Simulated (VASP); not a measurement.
SrIr2, 6 atoms in the cell. The structure is cubic, space group Fd-3m (No. 227). Conventional cell: a = 7.826 Å, b = 7.826 Å, c = 7.826 Å, α = 90.00°, β = 90.00°, γ = 90.00°. Sr (site symmetry -43m) has 12 Ir at 3.24 Å and 4 Sr at 3.39 Å within 4.3 Å. Within 3.6 Å of Ir (site symmetry -3m) lie 6 Ir at 2.77 Å and 6 Sr at 3.24 Å. 

| Quantity | Value |
| --- | --- |
| Program | VASP 6.6.1 |
| Task | single point |
| Functional | PBEsol |
| Potentials or basis | VASP PAW PBE potentials, release 64 (Sr_sv, Ir) |
| Cutoff | 520 eV |
| k mesh | 6 × 6 × 6 |
| Occupations | methfessel-paxton, width 0.15 eV |
| Spin | no spin polarisation |
| Dipole correction | no |
| Further INCAR settings | ALGO = Normal; EDIFF = 1e-07; NBANDS = 37 |

Potentials or basis: VASP PAW PBE potentials, release 64 (Sr_sv, Ir).

Run with:

```console
$ cat potpaw_PBE.64/Sr_sv/POTCAR potpaw_PBE.64/Ir/POTCAR > POTCAR
$ mpirun -np 1 vasp_std > vasp.out
```

Hardware: 1 thread of Intel Xeon 8259CL, with other jobs on the host.

Problem. How long does it take, and how much memory?

Solution. It took 3.3 min on 1 thread of Intel Xeon 8259CL (shared host), peak memory 0.28 GiB. Counts: scf iterations 16, k points 16.
